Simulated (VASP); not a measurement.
Wanted: the native input for a VASP 6.6.1 run.

```yaml
Task: single point
Functional: HSE06
Potentials_or_basis: VASP PAW PBE potentials, release 64 (Ca_sv, Se)
Cutoff: 520 eV
k_mesh: 6 × 6 × 6
Occupations: gaussian, width 0.01 eV
Spin: no spin polarisation
Dipole_correction: no
Grid_for_exact_exchange_PRECFOCK: Normal
Further_INCAR_settings: ALGO = Normal; EDIFF = 1e-07; NBANDS = 15
Share_of_exact_exchange: 0.25
Screening_parameter: 0.2079 1/Å
```

Crystal: CaSe.

```
Ca Se
1.0
     0.00000    3.05152    2.96754
     3.05152    0.00000    2.96754
     3.05152    3.05152    0.00000
Ca Se
1 1
Direct
  0.00000 0.00000 0.00000
  0.50000 0.50000 0.50000
```

This cell differs from its parent crystal: biaxial xy strain +2.8%.

One way to write it, as run:

POSCAR

```
CaSe
1.0
    0.0000000000      3.0515163699      2.9675351259
    3.0515163699      0.0000000000      2.9675351259
    3.0515163699      3.0515163699      0.0000000000
Ca Se
1 1
Direct
    0.0000000000      0.0000000000      0.0000000000
    0.5000000000      0.5000000000      0.5000000000
```

INCAR.step1

```
PREC     = Accurate       # precision mode
ENCUT    = 520            # plane-wave cutoff, eV
EDIFF    = 1E-5           # SCF threshold, eV
ISMEAR   = 0              # smearing method
SIGMA    = 0.01           # smearing width, eV
LREAL    = F              # projectors in reciprocal space
LASPH    = T              # aspherical terms in the spheres
NELM     = 60             # most SCF steps
ALGO     = Normal         # electronic algorithm
ISIF     = 2              # what is computed and relaxed
LWAVE    = T              # write WAVECAR
LCHARG   = F              # write CHGCAR
NBANDS   = 15             # bands
GGA      = PE             # functional
KPAR     = 2
```

INCAR.step2

```
PREC     = Accurate       # precision mode
ENCUT    = 520            # plane-wave cutoff, eV
EDIFF    = 1E-7           # SCF threshold, eV
ISMEAR   = 0              # smearing method
SIGMA    = 0.01           # smearing width, eV
LREAL    = F              # projectors in reciprocal space
LASPH    = T              # aspherical terms in the spheres
NELM     = 60             # most SCF steps
ALGO     = Normal         # electronic algorithm
ISIF     = 2              # what is computed and relaxed
LWAVE    = F              # write WAVECAR
LCHARG   = F              # write CHGCAR
GGA      = PE             # functional
LHFCALC  = T              # exact exchange
HFSCREEN = 0.2079         # screening, 1/A
PRECFOCK = Normal       
NBANDS   = 15             # bands
ISTART   = 1            
KPAR     = 2
```

KPOINTS

```
Automatic mesh
0
Gamma
  6 6 6
```

Potentials or basis: VASP PAW PBE potentials, release 64 (Ca_sv, Se).

Launch:

```bash
$ cat potpaw_PBE.64/Ca_sv/POTCAR potpaw_PBE.64/Se/POTCAR > POTCAR
$ cp INCAR.step1 INCAR
$ mpirun -np 2 vasp_std > vasp.out
$ cp INCAR.step2 INCAR
$ mpirun -np 2 vasp_std > vasp.out
```

It gave:

```
Pressure               : -2.3 GPa
Band gap on the k mesh : 3.12 eV (least direct gap 3.90 eV)
```

Caveat: the cell differs from its parent crystal (biaxial xy strain +2.8%); the PAW data sets were made with another functional, which shifts forces and pressure a little.

Wall time 20 min on 2 MPI ranks on Intel(R) Xeon(R) 6975P-C (Granite Rapids), on a shared host, peak memory 0.31 GiB a rank.
